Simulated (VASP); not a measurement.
## CO: single point with LDA

The system is CO, in a box.

```
CELL_PARAMETERS angstrom
15.00000 0.00000 0.00000
0.00000 15.50000 0.00000
0.00000 0.00000 16.00000
ATOMIC_POSITIONS crystal
C 0.50181 0.49904 0.46488
O 0.49819 0.50096 0.53512
```

* Program: VASP 6.6.1
* Task: single point
* Functional: LDA
* Potentials or basis: VASP PAW LDA potentials, release 64 (C, O)
* Cutoff: 520 eV
* k mesh: 1 × 1 × 1
* Occupations: gaussian, width 0.005 eV
* Spin: no spin polarisation

```
Largest force                   : 1.161 eV/Å
Gap between the frontier levels : 6.86 eV
```

Forces in eV/Å, atoms in the order of the input:
```
C    0.056 -0.030 -1.159
O   -0.056  0.030  1.159
```

Levels at points of the mesh, in eV from the valence-band top:
```csv
k point,band 3,band 4,band 5,band 6,band 7,band 8
"(0.00, 0.00, 0.00)",-3.07,-3.07,0.00,6.86,6.86,8.97
```

Run time: 2.2 min on 1 thread of Intel(R) Xeon(R) Platinum 8259CL CPU @ 2.50GHz (Skylake/Cascade Lake), on a shared host, peak memory 1.6 GiB.
